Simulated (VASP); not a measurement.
Input of a VASP 6.6.1 run:

Contents of INCAR:

```
SYSTEM = InPd
  PREC = Accurate
  ENCUT = 520
  EDIFF = 1E-8
  ISMEAR = -1
  SIGMA = 0.05
  LREAL = .False.
  LASPH = .True.
  NELM = 100
  ALGO = Normal
  ISIF = 2
  LWAVE = .False.
  LCHARG = .False.
  GGA = PE
  LEFG = .True.
  NBANDS = 18
```

Contents of KPOINTS:

```
regular mesh
0
Gamma
  9 9 9
  0 0 0
```

Contents of POSCAR:

```
InPd
1.0
    3.2718847800      0.0000000000      0.0000000000
    0.0000000000      3.2718847800      0.0000000000
    0.0000000000      0.0000000000      3.2718847800
In Pd
1 1
Direct
   -0.0450000000     -0.0450000000     -0.0450000000
    0.5450000000      0.5450000000      0.5450000000
```

Potentials or basis: VASP PAW PBE potentials, release 64 (In_d, Pd).

Run with:

```bash
$ cat potpaw_PBE.64/In_d/POTCAR potpaw_PBE.64/Pd/POTCAR > POTCAR
$ mpirun -np 1 vasp_std > vasp.out
```

**Question.** What does it give for the pressure?

**Answer.** 19.1 GPa.

**Question.** Estimate the largest force.

**Answer.** 4.382 eV/Å.

Electric field gradients, principal values (V/Å²):
| atom | least | middle | greatest (by size) |
| --- | --- | --- | --- |
| 1 In | 19.886 | 19.886 | -39.771 |
| 2 Pd | 16.896 | 16.896 | -33.792 |

Caveat: the cell differs from its parent crystal (shortest bond scaled by 0.82); without QUAD_EFG the Cq values of the log hold for a quadrupole moment of 1 mb, not for the nuclei; forces of over 1 eV/Å act on the atoms, so gaps and moduli don't describe the material at rest.
